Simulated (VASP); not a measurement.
# MgS (P4_12_12) in VASP: single point with PBEsol

Aim: the single point of MgS with PBEsol.

Everything below comes from runs of VASP 6.6.1. Logs are shortened: lines on timing, memory, paths and dates and some standing lists are left out, and cuts for length are marked.

## (1) The cell of the first run

Symmetry: P4_12_12, No. 92, tetragonal system. Conventional cell: a = 6.968 Å, b = 6.968 Å, c = 3.693 Å, α = 90.00°, β = 90.00°, γ = 90.00°. Within 3.3 Å of Mg (site symmetry 2) lie 4 S at 2.48 to 2.49 Å. S (site symmetry 2) has 4 Mg at 2.48 to 2.49 Å within 3.3 Å.

## (2) Single point, PBEsol

Contents of POSCAR:

```
MgS
1.0
    6.9677028439      0.0000000000      0.0000000000
    0.0000000000      6.9677028439      0.0000000000
    0.0000000000      0.0000000000      3.6930551168
Mg S
4 4
Direct
    0.6640866202      0.6640866202      0.5000000000
    0.1640866202      0.8359133798      0.2500000000
    0.3359133798      0.3359133798      0.0000000000
    0.8359133798      0.1640866202      0.7500000000
    0.8316904125      0.8316904125      0.0000000000
    0.3316904125      0.6683095875      0.7500000000
    0.1683095875      0.1683095875      0.5000000000
    0.6683095875      0.3316904125      0.2500000000
```

Contents of INCAR.step1:

```
SYSTEM = MgS
PREC     = Accurate       ! precision mode
ENCUT    = 520            ! plane-wave cutoff, eV
EDIFF    = 1E-6           ! SCF threshold, eV
ISMEAR   = 0              ! smearing method
SIGMA    = 0.02           ! smearing width, eV
LREAL    = .False.        ! projectors in reciprocal space
LASPH    = .True.         ! aspherical terms in the spheres
NELM     = 80             ! most SCF steps
ALGO     = Normal         ! electronic algorithm
ISIF     = 2              ! what is computed and relaxed
LWAVE    = .False.        ! write WAVECAR
LCHARG   = .True.         ! write CHGCAR
GGA      = PS             ! functional
NBANDS   = 26             ! bands
```

Contents of KPOINTS.step1:

```
regular mesh
0
Gamma
  4 4 6
  0 0 0
```

Contents of INCAR.step2:

```
SYSTEM = MgS
PREC     = Accurate       ! precision mode
ENCUT    = 520            ! plane-wave cutoff, eV
EDIFF    = 1E-6           ! SCF threshold, eV
ISMEAR   = -5             ! smearing method
SIGMA    = 0.02           ! smearing width, eV
LREAL    = .False.        ! projectors in reciprocal space
LASPH    = .True.         ! aspherical terms in the spheres
NELM     = 80             ! most SCF steps
ALGO     = Normal         ! electronic algorithm
ISIF     = 2              ! what is computed and relaxed
LWAVE    = .False.        ! write WAVECAR
LCHARG   = .False.        ! write CHGCAR
GGA      = PS             ! functional
LORBIT   = 11             ! projections on sites
NEDOS    = 1001           ! points of the DOS
ICHARG   = 11             ! starting density
```

Contents of KPOINTS.step2:

```
regular mesh
0
Gamma
  6 6 9
  0 0 0
```

Potentials or basis: VASP PAW PBE potentials, release 64 (Mg, S).

The run is started by

```bash
$ cat potpaw_PBE.64/Mg/POTCAR potpaw_PBE.64/S/POTCAR > POTCAR
$ cp INCAR.step1 INCAR
$ cp KPOINTS.step1 KPOINTS
$ mpirun -np 1 vasp_std > vasp.out
$ cp INCAR.step2 INCAR
$ cp KPOINTS.step2 KPOINTS
$ mpirun -np 1 vasp_std > vasp.out
```

OUTCAR:

```text
SYSTEM = MgS
   PREC = Accurate
   ENCUT = 520
   EDIFF = 1E-6
   ISMEAR = -5
   LREAL = .False.
   LASPH = .True.
   NELM = 80
   ISIF = 2
   GGA = PS
   LORBIT = 11
   ICHARG = 11

 ion  position               nearest neighbor table
   1  0.664  0.664  0.500-   5 2.48   5 2.48   8 2.49   6 2.49
   2  0.164  0.836  0.250-   6 2.48   6 2.48   7 2.49   5 2.49
   3  0.336  0.336  0.000-   7 2.48   7 2.48   8 2.49   6 2.49
   4  0.836  0.164  0.750-   8 2.48   8 2.48   5 2.49   7 2.49
   5  0.832  0.832  0.000-   1 2.48   1 2.48   4 2.49   2 2.49
   6  0.332  0.668  0.750-   2 2.48   2 2.48   3 2.49   1 2.49
   7  0.168  0.168  0.500-   3 2.48   3 2.48   4 2.49   2 2.49
   8  0.668  0.332  0.250-   4 2.48   4 2.48   1 2.49   3 2.49

  LATTYP: Found a simple tetragonal cell.
 ALAT       =     6.9677028439
 C/A-ratio  =     0.5300247728

  Lattice vectors:

 A1 = (   6.9677028439,   0.0000000000,   0.0000000000)
 A2 = (   0.0000000000,   6.9677028439,   0.0000000000)
 A3 = (   0.0000000000,   0.0000000000,   3.6930551168)

Analysis of symmetry for initial positions (statically):
=====================================================================
 Subroutine PRICEL returns:
 Original cell was already a primitive cell.

 Routine SETGRP: Setting up the symmetry group for a
 simple tetragonal supercell.

 Subroutine GETGRP returns: Found  8 space group operations
 (whereof  2 operations were pure point group operations)
 out of a pool of 16 trial point group operations.

The static configuration has the point symmetry C_2 .
 The point group associated with its full space group is D_4 .

Analysis of symmetry for dynamics (positions and initial velocities):
=====================================================================
 Subroutine PRICEL returns:
 Original cell was already a primitive cell.

 Routine SETGRP: Setting up the symmetry group for a
 simple tetragonal supercell.

 Subroutine GETGRP returns: Found  8 space group operations
 (whereof  2 operations were pure point group operations)
 out of a pool of 16 trial point group operations.

The dynamic configuration has the point symmetry C_2 .
 The point group associated with its full space group is D_4 .

 Subroutine INISYM returns: Found  8 space group operations
 (whereof  2 operations are pure point group operations),
 and found     1 'primitive' translations

----------------------------------------------------------------------------------------

                                     Primitive cell

  volume of cell :     179.2937

  direct lattice vectors                    reciprocal lattice vectors
     6.967702844  0.000000000  0.000000000     0.143519324  0.000000000  0.000000000
     0.000000000  6.967702844  0.000000000     0.000000000  0.143519324  0.000000000
     0.000000000  0.000000000  3.693055117     0.000000000  0.000000000  0.270778520

  length of vectors
     6.967702844  6.967702844  3.693055117     0.143519324  0.143519324  0.270778520

  position of ions in fractional coordinates (direct lattice)
     0.664086620  0.664086620  0.500000000
     0.164086620  0.835913380  0.250000000
     0.335913380  0.335913380  0.000000000
     0.835913380  0.164086620  0.750000000
     0.831690413  0.831690413  0.000000000
     0.331690413  0.668309587  0.750000000
     0.168309587  0.168309587  0.500000000
     0.668309587  0.331690413  0.250000000

  ion indices of the primitive-cell ions
   primitive index   ion index
                 1           1
                 2           2
                 3           3
                 4           4
                 5           5
                 6           6
                 7           7
                 8           8

----------------------------------------------------------------------------------------

 KPOINTS: regular mesh

Automatic generation of k-mesh.
 Grid dimensions read from file:
 generate k-points for:    6    6    9

 Generating k-lattice:

  Cartesian coordinates                     Fractional coordinates (reciprocal lattice)
     0.023919887  0.000000000  0.000000000     0.166666667  0.000000000  0.000000000
     0.000000000  0.023919887  0.000000000     0.000000000  0.166666667  0.000000000
     0.000000000  0.000000000  0.030086502     0.000000000  0.000000000  0.111111111

  Length of vectors
     0.023919887  0.023919887  0.030086502

  Shift w.r.t. Gamma in fractional coordinates (k-lattice)
     0.000000000  0.000000000  0.000000000

 TETIRR: Found    489 inequivalent tetrahedra from     1944

 Subroutine IBZKPT returns following result:
 ===========================================

 Found     50 irreducible k-points:

 Following reciprocal coordinates:
            Coordinates               Weight
  0.000000  0.000000  0.000000      1.000000
  0.166667  0.000000  0.000000      4.000000
  0.333333  0.000000  0.000000      4.000000
  0.500000  0.000000  0.000000      2.000000
  0.166667  0.166667  0.000000      4.000000
  0.333333  0.166667  0.000000      8.000000
[... 16 lines left out ...]
  0.333333  0.000000  0.222222      8.000000
  0.500000  0.000000  0.222222      4.000000
 [... further k-points ...]
   k-points           NKPTS =     50   k-points in BZ     NKDIM =     50   number of bands    NBANDS=     21
   number of dos      NEDOS =   1001   number of ions     NIONS =      8
   total plane-waves  NPLWV =  81648
   dimension x,y,z NGX =    54 NGY =   54 NGZ =   28
   dimension x,y,z NGXF=   108 NGYF=  108 NGZF=   56
   ions per type =               4   4
   NGX,Y,Z   is equivalent  to a cutoff of  12.88, 12.88, 12.60 a.u.
   NGXF,Y,Z  is equivalent  to a cutoff of  25.77, 25.77, 25.21 a.u.
 SYSTEM =  MgS
   PREC   = accura    normal or accurate (medium, high low for compatibility)
   ISTART =      0    job   : 0-new  1-cont  2-samecut
   ICHARG =     11    charge: 1-file 2-atom 10-const
   ISPIN  =      1    spin polarized calculation?
   LNONCOLLINEAR =      F non collinear calculations
   LSORBIT =      F    spin-orbit coupling
   LASPH  =      T    aspherical Exc in radial PAW
   ENCUT  =  520.0 eV  38.22 Ry    6.18 a.u.  12.96 12.96  6.87*2*pi/ulx,y,z
   NELM   =     80;   NELMIN=  2; NELMDL=  0     # of ELM steps
   EDIFF  = 0.1E-05   stopping-criterion for ELM
   LREAL  =      F    real-space projection
   EDIFFG = 0.1E-04   stopping-criterion for IOM
   NSW    =      0    number of steps for IOM
   IBRION =     -1    ionic relax: 0-MD 1-quasi-New 2-CG
   NFREE  =      0    steps in history (QN), initial steepest desc. (CG)
   ISIF   =      2    stress and relaxation
   ISYM   =      2    0-nonsym 1-usesym 2-fastsym
   POTIM  = 0.5000    time-step for ionic-motion
   TEBEG  =    0.0;   TEEND  =   0.0 temperature during run
   PSTRESS=    0.0 pullay stress
   NELECT =      32.0000    total number of electrons
   NUPDOWN=      -1.0000    fix difference up-down
   EMIN   =  10.00;   EMAX   =-10.00  energy-range for DOS
   EFERMI =   0.00;   METHOD = LEGACY
   ISMEAR =    -5;   SIGMA  =   0.02  broadening in eV -4-tet -1-fermi 0-gaus
   EFERMI_NEDOS =   21; number of points for ismear=-14 and -15
   IALGO  =     38    algorithm
   IMIX   =      4    mixing-type and parameters
     AMIX     =   0.40;   BMIX     =  1.00
     AMIX_MAG =   1.60;   BMIX_MAG =  1.00
  volume/ion in A,a.u.               =      22.41       151.24
  Fermi-wavevector in a.u.,A,eV,Ry     =   0.921729  1.741815 11.559291  0.849584
  Thomas-Fermi vector in A             =   2.047177
   LORBIT       =     11    0 simple, 1 ext, 2 COOP (PROOUT), +10 PAW based schemes
   GGA     = PS    functional components
   LHFCALC =     F    Hartree Fock is set to
   AEXX    =    0.0000 exact exchange contribution
   IVDW    =     0    specifies the selected vdW correction
   LEPSILON=     F    determine dielectric tensor
   LRPA    =     F    only Hartree local field effects (RPA)
 non-spin polarized calculation
 Fermi weights with tetrahedron method with Bloechl corrections
  energy-cutoff  :      520.00
  volume of cell :      179.29
 maximum number of plane-waves:      4868
 NGX is ok and might be reduce to    54

 number of electron      32.0000002 magnetization

 Free energy of the ion-electron system (eV)
  ---------------------------------------------------
  ext. energy  EPLUGINS =         0.00000000
  ---------------------------------------------------
  free energy    TOTEN  =       -34.83804934 eV

  energy without entropy =      -34.83804934  energy(sigma->0) =      -34.83804934

 E-fermi :   1.5908     XC(G=0):  -8.6188

 val. band max:        1.5848909734   @ k =   0.1667   0.1667   0.0000
 cond. band min:       4.2715022174   @ k =   0.0000   0.0000   0.0000
 fundamental gap:      2.6866112441
 Fermi energy:         1.5908112655

 k-point     1 :       0.0000    0.0000    0.0000
  band No.  band energies     occupation
      1     -10.2112      2.00000
      2      -9.4208      2.00000
      3      -9.4208      2.00000
      4      -9.3608      2.00000
      5      -2.4910      2.00000
      6      -1.2428      2.00000
[... 13 lines left out ...]
     20       7.3014      0.00000
     21       7.6257      0.00000

 k-point     2 :       0.1667    0.0000    0.0000
  band No.  band energies     occupation
      1     -10.1749      2.00000
      2      -9.5421      2.00000
      3      -9.4048      2.00000
      4      -9.3016      2.00000
      5      -2.4485      2.00000
      6      -1.4531      2.00000
[... 13 lines left out ...]
     20       7.2360      0.00000
     21       7.2537      0.00000
[... 487 lines left out ...]
      5      -1.9777      2.00000
      6      -1.5487      2.00000
[... 13 lines left out ...]
     20       6.9277      0.00000
     21       7.4284      0.00000

 k-point    24 :       0.5000    0.0000    0.2222
  band No.  band energies     occupation
      1      -9.6973      2.00000
      2      -9.6973      2.00000
      3      -9.1856      2.00000
      4      -9.1856      2.00000
      5      -1.7820      2.00000
      6      -1.7820      2.00000
[... 13 lines left out ...]
     20       6.6905      0.00000
     21       7.7093      0.00000

 [... further k-points ...]
[... 5 lines left out ...]
  --------------------------------------------------------------------------------------
  -------------------------------------------------------------------------------------
  Total       -1.6498549     -1.6498549     -1.8867019      0.0000000      0.0000000      0.0000000
  in kB      -14.7431846    -14.7431846    -16.8596610      0.0000000      0.0000000      0.0000000
  external PRESSURE =     -15.4486767 kB  Pullay stress =       0.0000000 kB

 VOLUME and BASIS-vectors are now :
 -----------------------------------------------------------------------------
  energy-cutoff  :      520.00
  volume of cell :      179.29
      direct lattice vectors                 reciprocal lattice vectors
     6.967702844  0.000000000  0.000000000     0.143519324  0.000000000  0.000000000
     0.000000000  6.967702844  0.000000000     0.000000000  0.143519324  0.000000000
     0.000000000  0.000000000  3.693055117     0.000000000  0.000000000  0.270778520

 POSITION                                       TOTAL-FORCE (eV/Angst)
 -----------------------------------------------------------------------------------
      4.62716      4.62716      1.84653        -0.008882     -0.008882      0.000000
      1.14331      5.82440      0.92326        -0.008882      0.008882      0.000000
      2.34054      2.34054      0.00000         0.008882      0.008882      0.000000
      5.82440      1.14331      2.76979         0.008882     -0.008882      0.000000
      5.79497      5.79497      0.00000         0.016031      0.016031      0.000000
      2.31112      4.65658      2.76979         0.016031     -0.016031     -0.000000
      1.17273      1.17273      1.84653        -0.016031     -0.016031      0.000000
      4.65658      2.31112      0.92326        -0.016031      0.016031     -0.000000
 -----------------------------------------------------------------------------------
    total drift:                                0.000000     -0.000000     -0.000000

  FREE ENERGIE OF THE ION-ELECTRON SYSTEM (eV)
  ---------------------------------------------------
  free  energy   TOTEN  =       -34.8380493412 eV

  energy  without entropy=      -34.8380493412  energy(sigma->0) =      -34.83804934

 total charge

# of ion       s       p       d       tot
------------------------------------------
    1        0.157   0.133   0.036   0.326
    2        0.157   0.133   0.036   0.326
    3        0.157   0.133   0.036   0.326
    4        0.157   0.133   0.036   0.326
    5        1.309   2.463   0.000   3.772
    6        1.309   2.463   0.000   3.772
    7        1.309   2.463   0.000   3.772
    8        1.309   2.463   0.000   3.772
--------------------------------------------------
tot          5.863  10.384   0.145  16.392
```

It took 5.8 min on 1 thread of AMD EPYC 7R13, shared host; peak memory 0.31 GiB.

What came out:

* Valence electrons inside the program's atomic spheres: Mg 0.33; S 3.77

Caveat: the PAW data sets were made with another functional, which shifts forces and pressure a little.
